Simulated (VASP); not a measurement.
# RbBr (Pm-3m) in VASP: a series of runs, part 2 of 3

VASP 6.6.1. Earlier steps stand in the parts before.

### Step 3. Single point, PBE-based screened hybrid

POSCAR

```
RbBr
1.0
    4.1260773000      0.0000000000      0.0000000000
    0.0000000000      4.1260773000      0.0000000000
    0.0000000000      0.0000000000      4.1260773000
Rb Br
1 1
Direct
    0.0000000000      0.0000000000      0.0000000000
    0.5000000000      0.5000000000      0.5000000000
```

INCAR.step1

```
SYSTEM = RbBr
  PREC = Accurate
  ENCUT = 520
  EDIFF = 1E-5
  ISMEAR = -1
  SIGMA = 0.05
  LREAL = .FALSE.
  LASPH = .TRUE.
  NELM = 60
  ALGO = Normal
  ISIF = 2
  LWAVE = .TRUE.
  NBANDS = 15
  GGA = PE
```

INCAR.step2

```
SYSTEM = RbBr
  PREC = Accurate
  ENCUT = 520
  EDIFF = 1E-6
  ISMEAR = -1
  SIGMA = 0.05
  LREAL = .FALSE.
  LASPH = .TRUE.
  NELM = 60
  ALGO = Normal
  ISIF = 2
  LWAVE = .FALSE.
  LCHARG = .TRUE.
  GGA = PE
  LHFCALC = .TRUE.
  AEXX = 0.4
  HFSCREEN = 0.2
  PRECFOCK = Normal
  LELF = .TRUE.
  LVHAR = .TRUE.
  NBANDS = 15
  ISTART = 1
```

KPOINTS

```
regular mesh
0
G
  4 4 4
  0 0 0
```

Potentials or basis: VASP PAW PBE potentials, release 64 (Rb_sv, Br).

Command:

```bash
$ cat potpaw_PBE.64/Rb_sv/POTCAR potpaw_PBE.64/Br/POTCAR > POTCAR
$ cp INCAR.step1 INCAR
$ mpirun -np 1 vasp_std > vasp.out
$ cp INCAR.step2 INCAR
$ mpirun -np 1 vasp_std > vasp.out
```

OUTCAR:

```text
SYSTEM = RbBr
   PREC = Accurate
   ENCUT = 520
   EDIFF = 1E-6
   ISMEAR = -1
   LREAL = .FALSE.
   LASPH = .TRUE.
   NELM = 60
   ISIF = 2
   GGA = PE
   LHFCALC = .TRUE.
   AEXX = 0.4
   HFSCREEN = 0.2
   PRECFOCK = Normal
   ISTART = 1

 ion  position               nearest neighbor table
   1  0.000  0.000  0.000-   2 3.57   2 3.57   2 3.57   2 3.57   2 3.57   2 3.57   2 3.57   2 3.57

   2  0.500  0.500  0.500-   1 3.57   1 3.57   1 3.57   1 3.57   1 3.57   1 3.57   1 3.57   1 3.57

  LATTYP: Found a simple cubic cell.
 ALAT       =     4.1260773000

  Lattice vectors:

 A1 = (   4.1260773000,   0.0000000000,   0.0000000000)
 A2 = (   0.0000000000,   4.1260773000,   0.0000000000)
 A3 = (   0.0000000000,   0.0000000000,   4.1260773000)

Analysis of symmetry for initial positions (statically):
=====================================================================
 Subroutine PRICEL returns:
 Original cell was already a primitive cell.

 Routine SETGRP: Setting up the symmetry group for a
 simple cubic supercell.

 Subroutine GETGRP returns: Found 48 space group operations
 (whereof 48 operations were pure point group operations)
 out of a pool of 48 trial point group operations.

The static configuration has the point symmetry O_h .

Analysis of symmetry for dynamics (positions and initial velocities):
=====================================================================
 Subroutine PRICEL returns:
 Original cell was already a primitive cell.

 Routine SETGRP: Setting up the symmetry group for a
 simple cubic supercell.

 Subroutine GETGRP returns: Found 48 space group operations
 (whereof 48 operations were pure point group operations)
 out of a pool of 48 trial point group operations.

The dynamic configuration has the point symmetry O_h .

 Subroutine INISYM returns: Found 48 space group operations
 (whereof 48 operations are pure point group operations),
 and found     1 'primitive' translations

----------------------------------------------------------------------------------------

                                     Primitive cell

  volume of cell :      70.2445

  direct lattice vectors                    reciprocal lattice vectors
     4.126077300  0.000000000  0.000000000     0.242360947  0.000000000  0.000000000
     0.000000000  4.126077300  0.000000000     0.000000000  0.242360947  0.000000000
     0.000000000  0.000000000  4.126077300     0.000000000  0.000000000  0.242360947

  length of vectors
     4.126077300  4.126077300  4.126077300     0.242360947  0.242360947  0.242360947

  position of ions in fractional coordinates (direct lattice)
     0.000000000  0.000000000  0.000000000
     0.500000000  0.500000000  0.500000000

  ion indices of the primitive-cell ions
   primitive index   ion index
                 1           1
                 2           2

----------------------------------------------------------------------------------------

 KPOINTS: regular mesh

Automatic generation of k-mesh.
 Grid dimensions read from file:
 generate k-points for:    4    4    4

 Generating k-lattice:

  Cartesian coordinates                     Fractional coordinates (reciprocal lattice)
     0.060590237  0.000000000  0.000000000     0.250000000  0.000000000  0.000000000
[... 35 lines left out ...]
   PREC   = accura    normal or accurate (medium, high low for compatibility)
   ISTART =      1    job   : 0-new  1-cont  2-samecut
   ICHARG =      0    charge: 1-file 2-atom 10-const
   ISPIN  =      1    spin polarized calculation?
   LNONCOLLINEAR =      F non collinear calculations
   LSORBIT =      F    spin-orbit coupling
   LASPH  =      T    aspherical Exc in radial PAW
   ENCUT  =  520.0 eV  38.22 Ry    6.18 a.u.   7.67  7.67  7.67*2*pi/ulx,y,z
   NELM   =     60;   NELMIN=  2; NELMDL=  0     # of ELM steps
   EDIFF  = 0.1E-05   stopping-criterion for ELM
   LREAL  =      F    real-space projection
   EDIFFG = 0.1E-04   stopping-criterion for IOM
   NSW    =      0    number of steps for IOM
   IBRION =     -1    ionic relax: 0-MD 1-quasi-New 2-CG
   NFREE  =      0    steps in history (QN), initial steepest desc. (CG)
   ISIF   =      2    stress and relaxation
   ISYM   =      3    0-nonsym 1-usesym 2-fastsym
   POTIM  = 0.5000    time-step for ionic-motion
   TEBEG  =    0.0;   TEEND  =   0.0 temperature during run
   PSTRESS=    0.0 pullay stress
   NELECT =      16.0000    total number of electrons
   NUPDOWN=      -1.0000    fix difference up-down
   EMIN   =  10.00;   EMAX   =-10.00  energy-range for DOS
   EFERMI =   0.00;   METHOD = LEGACY
   ISMEAR =    -1;   SIGMA  =   0.05  broadening in eV -4-tet -1-fermi 0-gaus
   EFERMI_NEDOS =   21; number of points for ismear=-14 and -15
   IALGO  =     38    algorithm
   IMIX   =      1    mixing-type and parameters
     AMIX     =   0.40;   BMIX     =  1.00
     AMIX_MAG =   1.60;   BMIX_MAG =  1.00
  volume/ion in A,a.u.               =      35.12       237.02
  Fermi-wavevector in a.u.,A,eV,Ry     =   0.999795  1.889338 13.600238  0.999589
  Thomas-Fermi vector in A             =   2.132108
   LORBIT       =      0    0 simple, 1 ext, 2 COOP (PROOUT), +10 PAW based schemes
   GGA     = PE    functional components
   LHFCALC =     T    Hartree Fock is set to
   PRECFOCK=normal    Normal, Fast or Accurate (Low or Medium for compatibility)
   ENCUT4O =  -1.0   cutoff for four orbital integrals eV
   NKREDX  =     1    reduce k-point grid by
   NKREDY  =     1    reduce k-point grid by
   NKREDZ  =     1    reduce k-point grid by
   AEXX    =    0.4000 exact exchange contribution
   HFSCREEN=    0.2000 screening length (either q_TF or 0.3 A-1)
   HFSCREENC=   0.2000 screening length for correlation (either q_TF or 0.3 A-1)
   ENCUTFOCK=  -1.0 apply spherical cutoff to Coloumb kernel
   IVDW    =     0    specifies the selected vdW correction
   LEPSILON=     F    determine dielectric tensor
   LRPA    =     F    only Hartree local field effects (RPA)
 non-spin polarized calculation
  energy-cutoff  :      520.00
  volume of cell :       70.24
 maximum number of plane-waves:      1924
 NGX is ok and might be reduce to    32
  NGX = 24; NGY = 24; NGZ = 24

 number of electron      16.0000002 magnetization

 Free energy of the ion-electron system (eV)
  ---------------------------------------------------
  ext. energy  EPLUGINS =         0.00000000
  ---------------------------------------------------
  free energy    TOTEN  =        -7.60057028 eV

  energy without entropy =       -7.60057028  energy(sigma->0) =       -7.60057028

 E-fermi :  -0.8821     XC(G=0):  -5.8370

 val. band max:       -2.0520454669   @ k =   0.5000   0.5000   0.0000
 cond. band min:       3.9803722755   @ k =   0.0000   0.0000   0.0000
 fundamental gap:      6.0324177424
 Fermi energy:        -0.8820692194

 k-point     1 :       0.0000    0.0000    0.0000
  band No.  band energies     occupation
      1     -29.9019      2.00000
      2     -16.3616      2.00000
      3     -12.0185      2.00000
      4     -12.0185      2.00000
      5     -12.0185      2.00000
      6      -2.2230      2.00000
      7      -2.2230      2.00000
      8      -2.2230      2.00000
      9       3.9804      0.00000
     10       5.4688      0.00000
     11       5.4688      0.00000
     12      10.2898      0.00000
     13      10.2898      0.00000
     14      10.2898      0.00000
[... 149 lines left out ...]
      2     -16.0059      2.00000
      3     -12.2481      2.00000
      4     -12.2481      2.00000
      5     -12.2481      2.00000
      6      -3.5183      2.00000
      7      -3.5183      2.00000
      8      -3.5183      2.00000
      9       8.1793      0.00000
     10       8.1793      0.00000
     11       8.1793      0.00000
     12       9.6786      0.00000
     13       9.6786      0.00000
     14       9.6786      0.00000
     15      12.7785      0.00000

------------------------ aborting loop because EDIFF is reached ----------------------------------------

  FORCE on cell =-STRESS in cart. coord.  units (eV):
  Direction    XX          YY          ZZ          XY          YZ          ZX
  --------------------------------------------------------------------------------------
  -------------------------------------------------------------------------------------
  Total        0.1018699      0.1018699      0.1018699     -0.0000000      0.0000000     -0.0000000
  in kB        2.3235090      2.3235090      2.3235090     -0.0000000      0.0000000     -0.0000000
  external PRESSURE =       2.3235090 kB  Pullay stress =       0.0000000 kB

 VOLUME and BASIS-vectors are now :
 -----------------------------------------------------------------------------
  energy-cutoff  :      520.00
  volume of cell :       70.24
      direct lattice vectors                 reciprocal lattice vectors
     4.126077300  0.000000000  0.000000000     0.242360947  0.000000000  0.000000000
     0.000000000  4.126077300  0.000000000     0.000000000  0.242360947  0.000000000
     0.000000000  0.000000000  4.126077300     0.000000000  0.000000000  0.242360947

 POSITION                                       TOTAL-FORCE (eV/Angst)
 -----------------------------------------------------------------------------------
      0.00000      0.00000      0.00000         0.000000      0.000000      0.000000
      2.06304      2.06304      2.06304         0.000000      0.000000      0.000000
 -----------------------------------------------------------------------------------
    total drift:                               -0.000000     -0.000000     -0.000000

  FREE ENERGIE OF THE ION-ELECTRON SYSTEM (eV)
  ---------------------------------------------------
  free  energy   TOTEN  =        -7.6005702803 eV

  energy  without entropy=       -7.6005702803  energy(sigma->0) =       -7.60057028
```

It took 4.1 min on 1 thread of Oxide Virtual Turin-like, shared host; peak memory 0.26 GiB.

Results:

```
Free energy            : -7.6006 eV
Pressure               : 0.2 GPa
Band gap on the k mesh : 6.03 eV, indirect (least direct gap 6.20 eV)
```

Caveat: the PAW data sets were made with another functional, which shifts forces and pressure a little. A k mesh can miss the band edges.

(Part 2 of 3 ends here.)
